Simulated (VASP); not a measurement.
# K (Im-3m) in VASP: a series of runs, part 2 of 2

VASP 6.6.1. The steps go on from the part before.

## 3. Single point, PBE (volume scaled by 0.7)

Input file INCAR:

```
PREC = Accurate
ENCUT = 520
EDIFF = 1E-6
ISMEAR = -1
SIGMA = 0.1
LREAL = False
LASPH = True
NELM = 100
ALGO = Normal
ISIF = 2
LWAVE = False
LCHARG = False
GGA = PE
NBANDS = 10
```

Input file KPOINTS:

```
regular mesh
0
Gamma
  10 10 10
```

Input file POSCAR:

```
K
1.0
   -2.3455839808      2.3455839808      2.3455839808
    2.3455839808     -2.3455839808      2.3455839808
    2.3455839808      2.3455839808     -2.3455839808
K
1
Direct
    0.0000000000      0.0000000000      0.0000000000
```

Potentials or basis: VASP PAW PBE potentials, release 64 (K_sv).

Launch:

```
$ cat potpaw_PBE.64/K_sv/POTCAR > POTCAR
$ mpirun -np 1 vasp_std > vasp.out
```

OUTCAR:

```text
PREC = Accurate
   ENCUT = 520
   EDIFF = 1E-6
   ISMEAR = -1
   LREAL = False
   LASPH = True
   NELM = 100
   ISIF = 2
   GGA = PE

 ion  position               nearest neighbor table
   1  0.000  0.000  0.000-

  LATTYP: Found a body centered cubic cell.
 ALAT       =     4.6911679616

  Lattice vectors:

 A1 = (  -2.3455839808,   2.3455839808,   2.3455839808)
 A2 = (   2.3455839808,  -2.3455839808,   2.3455839808)
 A3 = (   2.3455839808,   2.3455839808,  -2.3455839808)

Analysis of symmetry for initial positions (statically):
=====================================================================
 Subroutine PRICEL returns:
 Original cell was already a primitive cell.

 Routine SETGRP: Setting up the symmetry group for a
 body centered cubic supercell.

 Subroutine GETGRP returns: Found 48 space group operations
 (whereof 48 operations were pure point group operations)
 out of a pool of 48 trial point group operations.

The static configuration has the point symmetry O_h .

Analysis of symmetry for dynamics (positions and initial velocities):
=====================================================================
 Subroutine PRICEL returns:
 Original cell was already a primitive cell.

 Routine SETGRP: Setting up the symmetry group for a
 body centered cubic supercell.

 Subroutine GETGRP returns: Found 48 space group operations
 (whereof 48 operations were pure point group operations)
 out of a pool of 48 trial point group operations.

The dynamic configuration has the point symmetry O_h .

 Subroutine INISYM returns: Found 48 space group operations
 (whereof 48 operations are pure point group operations),
 and found     1 'primitive' translations

----------------------------------------------------------------------------------------

                                     Primitive cell

  volume of cell :      51.6194

  direct lattice vectors                    reciprocal lattice vectors
    -2.345583981  2.345583981  2.345583981     0.000000000  0.213166531  0.213166531
     2.345583981 -2.345583981  2.345583981     0.213166531  0.000000000  0.213166531
     2.345583981  2.345583981 -2.345583981     0.213166531  0.213166531  0.000000000

  length of vectors
     4.062670628  4.062670628  4.062670628     0.301462999  0.301462999  0.301462999

  position of ions in fractional coordinates (direct lattice)
     0.000000000  0.000000000  0.000000000

  ion indices of the primitive-cell ions
   primitive index   ion index
                 1           1

----------------------------------------------------------------------------------------

 KPOINTS: regular mesh

Automatic generation of k-mesh.
 Grid dimensions read from file:
 generate k-points for:   10   10   10

 Generating k-lattice:

  Cartesian coordinates                     Fractional coordinates (reciprocal lattice)
     0.000000000  0.021316653  0.021316653     0.100000000  0.000000000  0.000000000
     0.021316653  0.000000000  0.021316653     0.000000000  0.100000000  0.000000000
     0.021316653  0.021316653  0.000000000     0.000000000  0.000000000  0.100000000

  Length of vectors
     0.030146300  0.030146300  0.030146300

  Shift w.r.t. Gamma in fractional coordinates (k-lattice)
     0.000000000  0.000000000  0.000000000

 Subroutine IBZKPT returns following result:
 ===========================================

 Found     47 irreducible k-points:

 Following reciprocal coordinates:
            Coordinates               Weight
  0.000000  0.000000  0.000000      1.000000
  0.100000  0.000000  0.000000     12.000000
  0.200000  0.000000  0.000000     12.000000
  0.300000  0.000000  0.000000     12.000000
  0.400000  0.000000  0.000000     12.000000
  0.500000  0.000000  0.000000      6.000000
[... 16 lines left out ...]
  0.300000  0.300000  0.100000      8.000000
 -0.300000  0.300000  0.100000     24.000000
 [... further k-points ...]
   k-points           NKPTS =     47   k-points in BZ     NKDIM =     47   number of bands    NBANDS=     10
   number of dos      NEDOS =    301   number of ions     NIONS =      1
   total plane-waves  NPLWV =  27000
   dimension x,y,z NGX =    30 NGY =   30 NGZ =   30
   dimension x,y,z NGXF=    60 NGYF=   60 NGZF=   60
   ions per type =               1
   NGX,Y,Z   is equivalent  to a cutoff of  12.28, 12.28, 12.28 a.u.
   NGXF,Y,Z  is equivalent  to a cutoff of  24.55, 24.55, 24.55 a.u.
 SYSTEM =  unknown system
   PREC   = accura    normal or accurate (medium, high low for compatibility)
   ISTART =      0    job   : 0-new  1-cont  2-samecut
   ICHARG =      2    charge: 1-file 2-atom 10-const
   ISPIN  =      1    spin polarized calculation?
   LNONCOLLINEAR =      F non collinear calculations
   LSORBIT =      F    spin-orbit coupling
   LASPH  =      T    aspherical Exc in radial PAW
   ENCUT  =  520.0 eV  38.22 Ry    6.18 a.u.   7.55  7.55  7.55*2*pi/ulx,y,z
   NELM   =    100;   NELMIN=  2; NELMDL= -5     # of ELM steps
   EDIFF  = 0.1E-05   stopping-criterion for ELM
   LREAL  =      F    real-space projection
   EDIFFG = 0.1E-04   stopping-criterion for IOM
   NSW    =      0    number of steps for IOM
   IBRION =     -1    ionic relax: 0-MD 1-quasi-New 2-CG
   NFREE  =      0    steps in history (QN), initial steepest desc. (CG)
   ISIF   =      2    stress and relaxation
   ISYM   =      2    0-nonsym 1-usesym 2-fastsym
   POTIM  = 0.5000    time-step for ionic-motion
   TEBEG  =    0.0;   TEEND  =   0.0 temperature during run
   PSTRESS=    0.0 pullay stress
   NELECT =       9.0000    total number of electrons
   NUPDOWN=      -1.0000    fix difference up-down
   EMIN   =  10.00;   EMAX   =-10.00  energy-range for DOS
   EFERMI =   0.00;   METHOD = LEGACY
   ISMEAR =    -1;   SIGMA  =   0.10  broadening in eV -4-tet -1-fermi 0-gaus
   EFERMI_NEDOS =   21; number of points for ismear=-14 and -15
   IALGO  =     38    algorithm
   IMIX   =      4    mixing-type and parameters
     AMIX     =   0.40;   BMIX     =  1.00
     AMIX_MAG =   1.60;   BMIX_MAG =  1.00
  volume/ion in A,a.u.               =      51.62       348.34
  Fermi-wavevector in a.u.,A,eV,Ry     =   0.914572  1.728291 11.380490  0.836442
  Thomas-Fermi vector in A             =   2.039214
   LORBIT       =      0    0 simple, 1 ext, 2 COOP (PROOUT), +10 PAW based schemes
   GGA     = PE    functional components
   LHFCALC =     F    Hartree Fock is set to
   AEXX    =    0.0000 exact exchange contribution
   IVDW    =     0    specifies the selected vdW correction
   LEPSILON=     F    determine dielectric tensor
   LRPA    =     F    only Hartree local field effects (RPA)
 non-spin polarized calculation
  energy-cutoff  :      520.00
  volume of cell :       51.62
 maximum number of plane-waves:      1433
   NGX = 15   NGY = 15   NGZ = 15

 number of electron       9.0000000 magnetization

 Free energy of the ion-electron system (eV)
  ---------------------------------------------------
  ext. energy  EPLUGINS =         0.00000000
  ---------------------------------------------------
  free energy    TOTEN  =        -0.92694609 eV

  energy without entropy =       -0.90138281  energy(sigma->0) =       -0.91416445

 E-fermi :   0.8411     XC(G=0):  -6.5856

 val. band max:        0.8234050394   @ k =  -0.3000   0.4000   0.2000
 cond. band min:       0.8450567924   @ k =   0.3000   0.2000   0.0000
 fundamental gap:      0.0216517530
 Fermi energy:         0.8411010775

 k-point     1 :       0.0000    0.0000    0.0000
  band No.  band energies     occupation
      1     -31.1826      2.00000
      2     -14.5768      2.00000
      3     -14.5768      2.00000
      4     -14.5768      2.00000
      5      -1.8629      2.00000
      6       5.4116      0.00000
      7       5.4116      0.00000
      8       5.4116      0.00000
      9       6.5781      0.00000
     10       6.5781      0.00000
[... 287 lines left out ...]
 k-point    24 :      -0.3000    0.3000    0.1000
  band No.  band energies     occupation
      1     -31.1673      2.00000
      2     -14.7214      2.00000
      3     -14.6301      2.00000
      4     -14.5938      2.00000
      5      -0.3192      1.99998
      6       3.5047      0.00000
      7       4.4800      0.00000
      8       5.6582      0.00000
      9       6.6836      0.00000
     10       7.1084      0.00000

 [... further k-points ...]

------------------------ aborting loop because EDIFF is reached ----------------------------------------

  FORCE on cell =-STRESS in cart. coord.  units (eV):
  Direction    XX          YY          ZZ          XY          YZ          ZX
  --------------------------------------------------------------------------------------
  -------------------------------------------------------------------------------------
  Total        0.8041847      0.8041847      0.8041847     -0.0000000      0.0000000     -0.0000000
  in kB       24.9605095     24.9605095     24.9605095     -0.0000000      0.0000000     -0.0000000
  external PRESSURE =      24.9605095 kB  Pullay stress =       0.0000000 kB

 VOLUME and BASIS-vectors are now :
 -----------------------------------------------------------------------------
  energy-cutoff  :      520.00
  volume of cell :       51.62
      direct lattice vectors                 reciprocal lattice vectors
    -2.345583981  2.345583981  2.345583981     0.000000000  0.213166531  0.213166531
     2.345583981 -2.345583981  2.345583981     0.213166531  0.000000000  0.213166531
     2.345583981  2.345583981 -2.345583981     0.213166531  0.213166531  0.000000000

 POSITION                                       TOTAL-FORCE (eV/Angst)
 -----------------------------------------------------------------------------------
      0.00000      0.00000      0.00000        -0.000000      0.000000      0.000000
 -----------------------------------------------------------------------------------
    total drift:                               -0.000000     -0.000000      0.000000

  FREE ENERGIE OF THE ION-ELECTRON SYSTEM (eV)
  ---------------------------------------------------
  free  energy   TOTEN  =        -0.9269460915 eV

  energy  without entropy=       -0.9013828095  energy(sigma->0) =       -0.91416445
```

Wall time 16 s (1 thread of Intel Xeon Platinum 8259CL at 2.50GHz (Skylake/Cascade Lake), shared host); peak memory 0.17 GiB.

What came out:

```
Free energy : -0.9269 eV
Pressure    : 2.5 GPa
```

## 4. Single point, PBE (volume scaled by 0.8)

Input file INCAR:

```
SYSTEM = K
PREC = Accurate
ENCUT = 520
EDIFF = 1E-6
ISMEAR = -1
SIGMA = 0.1
LREAL = .FALSE.
LASPH = .TRUE.
NELM = 100
ALGO = Normal
ISIF = 2
LWAVE = .FALSE.
LCHARG = .FALSE.
GGA = PE
NBANDS = 10
```

Input file KPOINTS:

```
Automatic mesh
0
G
  10 10 10
  0 0 0
```

Input file POSCAR:

```
K
1.0
   -2.4523453870      2.4523453870      2.4523453870
    2.4523453870     -2.4523453870      2.4523453870
    2.4523453870      2.4523453870     -2.4523453870
K
1
Direct
    0.0000000000      0.0000000000      0.0000000000
```

Launch:

```
$ cat potpaw_PBE.64/K_sv/POTCAR > POTCAR
$ mpirun -np 1 vasp_std > vasp.out
```

Wall time 12 s (1 thread of Intel Xeon Platinum 8259CL at 2.50GHz (Skylake/Cascade Lake), shared host); peak memory 0.18 GiB.

Results (log left out):

* Free energy: -1.0107 eV
* Pressure: 1.2 GPa

Levels at points of the mesh, in eV from the Fermi level:
```
           k point  band 3  band 4  band 5  band 6  band 7  band 8
(0.00, 0.00, 0.00)  -15.46  -15.46   -2.49    4.49    4.49    4.49
(0.50, 0.00, 0.00)  -15.51  -15.46    0.41    0.83    3.21    5.33
(0.50, 0.50, 0.50)  -15.56  -15.56    1.52    1.52    4.13    4.13
```
